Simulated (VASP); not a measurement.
Input of a VASP 6.6.1 run:

INCAR

```
SYSTEM = InSe
ALGO = Normal
EDIFF = 1E-7
ENCUT = 520
GGA = PE
ISIF = 2
ISMEAR = 0
LASPH = .True.
LCHARG = .False.
LREAL = .False.
LWAVE = .False.
NBANDS = 48
NELM = 80
PREC = Accurate
SIGMA = 0.1
```

KPOINTS

```
k-points
0
Gamma
  6 6 6
  0 0 0
```

The input POSCAR:

```
InSe
1.0
    5.9210193491      0.0000000000      0.0000000000
    0.0000000000      5.9210193491      0.0000000000
    0.0000000000      0.0000000000      5.9210193491
In Se
4 4
Direct
    0.2495880419      0.2495880419      0.2495880419
    0.2504119581      0.7504119581      0.7495880419
    0.7495880419      0.2504119581      0.7504119581
    0.7504119581      0.7495880419      0.2504119581
    0.7498592247      0.7498592247      0.7498592247
    0.7501407753      0.2501407753      0.2498592247
    0.2498592247      0.7501407753      0.2501407753
    0.2501407753      0.2498592247      0.7501407753
```

Potentials or basis: VASP PAW PBE potentials, release 64 (In_d, Se).

Command:

```console
$ cat potpaw_PBE.64/In_d/POTCAR potpaw_PBE.64/Se/POTCAR > POTCAR
$ mpirun -np 1 vasp_std > vasp.out
```

Q: Estimate the pressure.

A: 0.0 GPa.

Q: What does it give for the largest force?

A: 0.010 eV/Å.

Forces on the atoms (eV/Å):
```
In   0.006  0.006  0.006
In  -0.006 -0.006  0.006
In   0.006 -0.006 -0.006
In  -0.006  0.006 -0.006
Se   0.005  0.005  0.005
Se  -0.005 -0.005  0.005
Se   0.005 -0.005 -0.005
Se  -0.005  0.005 -0.005
```
